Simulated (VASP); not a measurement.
# Sn4P (Im-3m) in VASP: single point with PBE

Aim: the single point of Sn4P with PBE.

All numbers are computed with VASP 6.6.1; they aren't measurements. Logs are shortened: lines on timing, memory, paths and dates and some standing lists are left out, and cuts for length are marked.

## (1) The cell of the first run

Symmetry: Im-3m, No. 229, cubic system. Conventional cell: a = 6.616 Å, b = 6.616 Å, c = 6.616 Å, α = 90.00°, β = 90.00°, γ = 90.00°. Within 3.8 Å of Sn (site symmetry -3m) lie 2 P at 2.86 Å and 6 Sn at 3.31 Å. Within 3.8 Å of P (site symmetry m-3m) lie 8 Sn at 2.86 Å.

## (2) Single point, PBE

File POSCAR:

```
Sn4P
1.0
   -3.3079640244      3.3079640244      3.3079640244
    3.3079640244     -3.3079640244      3.3079640244
    3.3079640244      3.3079640244     -3.3079640244
Sn P
4 1
Direct
    0.0000000000      0.0000000000      0.5000000000
    0.5000000000      0.0000000000      0.0000000000
    0.5000000000      0.5000000000      0.5000000000
    0.0000000000      0.5000000000      0.0000000000
    0.0000000000      0.0000000000      0.0000000000
```

File INCAR.step1:

```
SYSTEM = Sn4P
ALGO     = Normal         ! electronic algorithm
EDIFF    = 1E-6           ! SCF threshold, eV
ENCUT    = 520            ! plane-wave cutoff, eV
GGA      = PE             ! functional
ISIF     = 2              ! what is computed and relaxed
ISMEAR   = 0              ! smearing method
LASPH    = .TRUE.         ! aspherical terms in the spheres
LCHARG   = .TRUE.         ! write CHGCAR
LREAL    = .FALSE.        ! projectors in reciprocal space
LWAVE    = .FALSE.        ! write WAVECAR
NBANDS   = 38             ! bands
NELM     = 60             ! most SCF steps
PREC     = Accurate       ! precision mode
SIGMA    = 0.1            ! smearing width, eV
```

File KPOINTS.step1:

```
k-points
0
G
  8 8 8
  0 0 0
```

File INCAR.step2:

```
SYSTEM = Sn4P
ALGO     = Normal         ! electronic algorithm
EDIFF    = 1E-6           ! SCF threshold, eV
ENCUT    = 520            ! plane-wave cutoff, eV
GGA      = PE             ! functional
ICHARG   = 11             ! starting density
ISIF     = 2              ! what is computed and relaxed
ISMEAR   = -5             ! smearing method
LASPH    = .TRUE.         ! aspherical terms in the spheres
LCHARG   = .FALSE.        ! write CHGCAR
LORBIT   = 10             ! projections on sites
LREAL    = .FALSE.        ! projectors in reciprocal space
LWAVE    = .FALSE.        ! write WAVECAR
NBANDS   = 38             ! bands
NEDOS    = 2001           ! points of the DOS
NELM     = 60             ! most SCF steps
PREC     = Accurate       ! precision mode
SIGMA    = 0.1            ! smearing width, eV
```

File KPOINTS.step2:

```
k-points
0
G
  12 12 12
  0 0 0
```

Potentials or basis: VASP PAW PBE potentials, release 64 (Sn_d, P).

Started as:

```
$ cat potpaw_PBE.64/Sn_d/POTCAR potpaw_PBE.64/P/POTCAR > POTCAR
$ cp INCAR.step1 INCAR
$ cp KPOINTS.step1 KPOINTS
$ mpirun -np 1 vasp_std > vasp.out
$ cp INCAR.step2 INCAR
$ cp KPOINTS.step2 KPOINTS
$ mpirun -np 1 vasp_std > vasp.out
```

OUTCAR:

```text
SYSTEM = Sn4P
   EDIFF = 1E-6
   ENCUT = 520
   GGA = PE
   ICHARG = 11
   ISIF = 2
   ISMEAR = -5
   LASPH = .TRUE.
   LORBIT = 10
   LREAL = .FALSE.
   NELM = 60
   PREC = Accurate

 ion  position               nearest neighbor table
   1  0.000  0.000  0.500-   5 2.86   5 2.86   4 3.31   2 3.31   3 3.31   4 3.31   2 3.31   3 3.31

   2  0.500  0.000  0.000-   5 2.86   5 2.86   4 3.31   1 3.31   3 3.31   3 3.31   1 3.31   4 3.31

   3  0.500  0.500  0.500-   5 2.86   5 2.86   4 3.31   1 3.31   2 3.31   4 3.31   1 3.31   2 3.31

   4  0.000  0.500  0.000-   5 2.86   5 2.86   3 3.31   1 3.31   2 3.31   1 3.31   3 3.31   2 3.31

   5  0.000  0.000  0.000-   1 2.86   2 2.86   3 2.86   4 2.86   1 2.86   4 2.86   2 2.86   3 2.86

  LATTYP: Found a body centered cubic cell.
 ALAT       =     6.6159280488

  Lattice vectors:

 A1 = (  -3.3079640244,   3.3079640244,   3.3079640244)
 A2 = (   3.3079640244,  -3.3079640244,   3.3079640244)
 A3 = (   3.3079640244,   3.3079640244,  -3.3079640244)

Analysis of symmetry for initial positions (statically):
=====================================================================
 Subroutine PRICEL returns:
 Original cell was already a primitive cell.

 Routine SETGRP: Setting up the symmetry group for a
 body centered cubic supercell.

 Subroutine GETGRP returns: Found 48 space group operations
 (whereof 48 operations were pure point group operations)
 out of a pool of 48 trial point group operations.

The static configuration has the point symmetry O_h .

Analysis of symmetry for dynamics (positions and initial velocities):
=====================================================================
 Subroutine PRICEL returns:
 Original cell was already a primitive cell.

 Routine SETGRP: Setting up the symmetry group for a
 body centered cubic supercell.

 Subroutine GETGRP returns: Found 48 space group operations
 (whereof 48 operations were pure point group operations)
 out of a pool of 48 trial point group operations.

The dynamic configuration has the point symmetry O_h .

 Subroutine INISYM returns: Found 48 space group operations
 (whereof 48 operations are pure point group operations),
 and found     1 'primitive' translations

----------------------------------------------------------------------------------------

                                     Primitive cell

  volume of cell :     144.7913

  direct lattice vectors                    reciprocal lattice vectors
    -3.307964024  3.307964024  3.307964024     0.000000000  0.151150374  0.151150374
     3.307964024 -3.307964024  3.307964024     0.151150374  0.000000000  0.151150374
     3.307964024  3.307964024 -3.307964024     0.151150374  0.151150374  0.000000000

  length of vectors
     5.729561760  5.729561760  5.729561760     0.213758909  0.213758909  0.213758909

  position of ions in fractional coordinates (direct lattice)
     0.000000000  0.000000000  0.500000000
     0.500000000  0.000000000  0.000000000
     0.500000000  0.500000000  0.500000000
     0.000000000  0.500000000  0.000000000
     0.000000000  0.000000000  0.000000000

  ion indices of the primitive-cell ions
   primitive index   ion index
                 1           1
                 2           2
                 3           3
                 4           4
                 5           5

----------------------------------------------------------------------------------------

 KPOINTS: k-points

Automatic generation of k-mesh.
 Grid dimensions read from file:
 generate k-points for:   12   12   12

 Generating k-lattice:

  Cartesian coordinates                     Fractional coordinates (reciprocal lattice)
     0.000000000  0.012595865  0.012595865     0.083333333  0.000000000  0.000000000
     0.012595865  0.000000000  0.012595865     0.000000000  0.083333333  0.000000000
     0.012595865  0.012595865  0.000000000     0.000000000  0.000000000  0.083333333

  Length of vectors
     0.017813242  0.017813242  0.017813242

  Shift w.r.t. Gamma in fractional coordinates (k-lattice)
     0.000000000  0.000000000  0.000000000

 TETIRR: Found   1910 inequivalent tetrahedra from    10368

 Subroutine IBZKPT returns following result:
 ===========================================

 Found     72 irreducible k-points:

 Following reciprocal coordinates:
            Coordinates               Weight
  0.000000  0.000000  0.000000      1.000000
  0.083333  0.000000  0.000000     12.000000
  0.166667  0.000000  0.000000     12.000000
  0.250000  0.000000  0.000000     12.000000
  0.333333  0.000000  0.000000     12.000000
  0.416667  0.000000  0.000000     12.000000
[... 16 lines left out ...]
  0.333333  0.083333  0.083333     24.000000
  0.416667  0.083333  0.083333     12.000000
 [... further k-points ...]
   k-points           NKPTS =     72   k-points in BZ     NKDIM =     72   number of bands    NBANDS=     38
   number of dos      NEDOS =   2001   number of ions     NIONS =      5
   total plane-waves  NPLWV = 110592
   dimension x,y,z NGX =    48 NGY =   48 NGZ =   48
   dimension x,y,z NGXF=    96 NGYF=   96 NGZF=   96
   ions per type =               4   1
   NGX,Y,Z   is equivalent  to a cutoff of  13.93, 13.93, 13.93 a.u.
   NGXF,Y,Z  is equivalent  to a cutoff of  27.85, 27.85, 27.85 a.u.
 SYSTEM =  Sn4P
   PREC   = accura    normal or accurate (medium, high low for compatibility)
   ISTART =      0    job   : 0-new  1-cont  2-samecut
   ICHARG =     11    charge: 1-file 2-atom 10-const
   ISPIN  =      1    spin polarized calculation?
   LNONCOLLINEAR =      F non collinear calculations
   LSORBIT =      F    spin-orbit coupling
   LASPH  =      T    aspherical Exc in radial PAW
   ENCUT  =  520.0 eV  38.22 Ry    6.18 a.u.  10.65 10.65 10.65*2*pi/ulx,y,z
   NELM   =     60;   NELMIN=  2; NELMDL=  0     # of ELM steps
   EDIFF  = 0.1E-05   stopping-criterion for ELM
   LREAL  =      F    real-space projection
   EDIFFG = 0.1E-04   stopping-criterion for IOM
   NSW    =      0    number of steps for IOM
   IBRION =     -1    ionic relax: 0-MD 1-quasi-New 2-CG
   NFREE  =      0    steps in history (QN), initial steepest desc. (CG)
   ISIF   =      2    stress and relaxation
   ISYM   =      2    0-nonsym 1-usesym 2-fastsym
   POTIM  = 0.5000    time-step for ionic-motion
   TEBEG  =    0.0;   TEEND  =   0.0 temperature during run
   PSTRESS=    0.0 pullay stress
   NELECT =      61.0000    total number of electrons
   NUPDOWN=      -1.0000    fix difference up-down
   EMIN   =  10.00;   EMAX   =-10.00  energy-range for DOS
   EFERMI =   0.00;   METHOD = LEGACY
   ISMEAR =    -5;   SIGMA  =   0.10  broadening in eV -4-tet -1-fermi 0-gaus
   EFERMI_NEDOS =   21; number of points for ismear=-14 and -15
   IALGO  =     38    algorithm
   IMIX   =      4    mixing-type and parameters
     AMIX     =   0.40;   BMIX     =  1.00
     AMIX_MAG =   1.60;   BMIX_MAG =  1.00
  volume/ion in A,a.u.               =      28.96       195.42
  Fermi-wavevector in a.u.,A,eV,Ry     =   1.227262  2.319189 20.492719  1.506172
  Thomas-Fermi vector in A             =   2.362232
   LORBIT       =     10    0 simple, 1 ext, 2 COOP (PROOUT), +10 PAW based schemes
   GGA     = PE    functional components
   LHFCALC =     F    Hartree Fock is set to
   AEXX    =    0.0000 exact exchange contribution
   IVDW    =     0    specifies the selected vdW correction
   LEPSILON=     F    determine dielectric tensor
   LRPA    =     F    only Hartree local field effects (RPA)
 non-spin polarized calculation
 Fermi weights with tetrahedron method with Bloechl corrections
  energy-cutoff  :      520.00
  volume of cell :      144.79
 maximum number of plane-waves:      3936
 NGX is ok and might be reduce to    48

 number of electron      61.0000017 magnetization

 Free energy of the ion-electron system (eV)
  ---------------------------------------------------
  ext. energy  EPLUGINS =         0.00000000
  ---------------------------------------------------
  free energy    TOTEN  =       -19.60248848 eV

  energy without entropy =      -19.60248848  energy(sigma->0) =      -19.60248848

 E-fermi :   6.3265     XC(G=0):  -9.5952

 val. band max:        6.3343144310   @ k =   0.5000   0.5000   0.0833
 cond. band min:       6.2859321327   @ k =  -0.4167   0.5000   0.1667
 fundamental gap:     -0.0483822983
 Fermi energy:         6.3265193815

 k-point     1 :       0.0000    0.0000    0.0000
  band No.  band energies     occupation
      1     -15.2239      2.00000
      2     -15.2239      2.00000
      3     -15.1888      2.00000
      4     -15.1422      2.00000
      5     -15.1422      2.00000
      6     -15.1363      2.00000
[... 30 lines left out ...]
     37      12.7813      0.00000
     38      12.7833      0.00000

 k-point     2 :       0.0833    0.0000    0.0000
  band No.  band energies     occupation
      1     -15.2223      2.00000
      2     -15.2197      2.00000
      3     -15.1864      2.00000
      4     -15.1410      2.00000
      5     -15.1403      2.00000
      6     -15.1377      2.00000
[... 30 lines left out ...]
     37      12.5351      0.00000
     38      12.6330      0.00000

 k-point     3 :       0.1667    0.0000    0.0000
  band No.  band energies     occupation
      1     -15.2176      2.00000
      2     -15.2073      2.00000
      3     -15.1796      2.00000
      4     -15.1418      2.00000
      5     -15.1374      2.00000
      6     -15.1348      2.00000
[... 30 lines left out ...]
     37      11.7000      0.00000
     38      11.8393      0.00000

 k-point     4 :       0.2500    0.0000    0.0000
  band No.  band energies     occupation
      1     -15.2102      2.00000
      2     -15.1874      2.00000
      3     -15.1693      2.00000
      4     -15.1484      2.00000
      5     -15.1317      2.00000
      6     -15.1261      2.00000
[... 30 lines left out ...]
     37      10.7528      0.00000
     38      10.8958      0.00000
[... 703 lines left out ...]
      4     -15.1454      2.00000
      5     -15.1205      2.00000
      6     -15.1134      2.00000
[... 30 lines left out ...]
     37      10.6122      0.00000
     38      10.8647      0.00000

 k-point    23 :       0.3333    0.0833    0.0833
  band No.  band energies     occupation
      1     -15.1787      2.00000
      2     -15.1559      2.00000
      3     -15.1386      2.00000
      4     -15.1300      2.00000
      5     -15.1122      2.00000
      6     -15.1109      2.00000
[... 30 lines left out ...]
     37       9.7769      0.00000
     38      10.9488      0.00000

 k-point    24 :       0.4167    0.0833    0.0833
  band No.  band energies     occupation
      1     -15.1673      2.00000
      2     -15.1672      2.00000
      3     -15.1287      2.00000
      4     -15.1198      2.00000
      5     -15.1044      2.00000
      6     -15.1027      2.00000
[... 30 lines left out ...]
     37       9.9317      0.00000
     38      10.6100      0.00000

 [... further k-points ...]

------------------------ aborting loop because EDIFF is reached ----------------------------------------

  FORCE on cell =-STRESS in cart. coord.  units (eV):
  Direction    XX          YY          ZZ          XY          YZ          ZX
  --------------------------------------------------------------------------------------
  -------------------------------------------------------------------------------------
  Total       -0.6742223     -0.6742223     -0.6742223      0.0000000     -0.0000000      0.0000000
  in kB       -7.4605588     -7.4605588     -7.4605588      0.0000000     -0.0000000      0.0000000
  external PRESSURE =      -7.4605588 kB  Pullay stress =       0.0000000 kB

 VOLUME and BASIS-vectors are now :
 -----------------------------------------------------------------------------
  energy-cutoff  :      520.00
  volume of cell :      144.79
      direct lattice vectors                 reciprocal lattice vectors
    -3.307964024  3.307964024  3.307964024     0.000000000  0.151150374  0.151150374
     3.307964024 -3.307964024  3.307964024     0.151150374  0.000000000  0.151150374
     3.307964024  3.307964024 -3.307964024     0.151150374  0.151150374  0.000000000

 POSITION                                       TOTAL-FORCE (eV/Angst)
 -----------------------------------------------------------------------------------
      1.65398      1.65398     -1.65398        -0.000000      0.000000     -0.000000
     -1.65398      1.65398      1.65398        -0.000000     -0.000000     -0.000000
      1.65398      1.65398      1.65398         0.000000      0.000000      0.000000
      1.65398     -1.65398      1.65398         0.000000     -0.000000      0.000000
      0.00000      0.00000      0.00000        -0.000000     -0.000000     -0.000000
 -----------------------------------------------------------------------------------
    total drift:                                0.000000      0.000000     -0.000000

  FREE ENERGIE OF THE ION-ELECTRON SYSTEM (eV)
  ---------------------------------------------------
  free  energy   TOTEN  =       -19.6024884807 eV

  energy  without entropy=      -19.6024884807  energy(sigma->0) =      -19.60248848

 total charge

# of ion       s       p       d       tot
------------------------------------------
    1        1.291   0.862   9.976  12.130
    2        1.291   0.862   9.976  12.130
    3        1.291   0.862   9.976  12.130
    4        1.291   0.862   9.976  12.130
    5        1.110   1.313   0.000   2.422
--------------------------------------------------
tot          6.274   4.762  39.905  50.942
```

Wall time 13 min (1 thread of Intel Xeon 8259CL, shared host); peak memory 0.5 GiB.

What came out:

```yaml
Valence_electrons_inside_the_program's_atomic_spheres: Sn 12.13; P 2.42
```

Levels at points of the mesh, in eV from the Fermi level:
```
           k point  band 28  band 29  band 30  band 31  band 32  band 33  band 34  band 35
(0.00, 0.00, 0.00)    -4.73    -1.86    -1.86    -1.86     2.52     2.52     2.61     2.61
(0.50, 0.00, 0.00)    -1.21    -0.75    -0.35    -0.14     0.65     0.92     1.39     1.88
(0.50, 0.50, 0.50)    -0.62    -0.62    -0.62    -0.03    -0.03    -0.03     0.73     4.94
```

Caveat: spin-orbit coupling is left out, which moves the levels of the heavy elements.
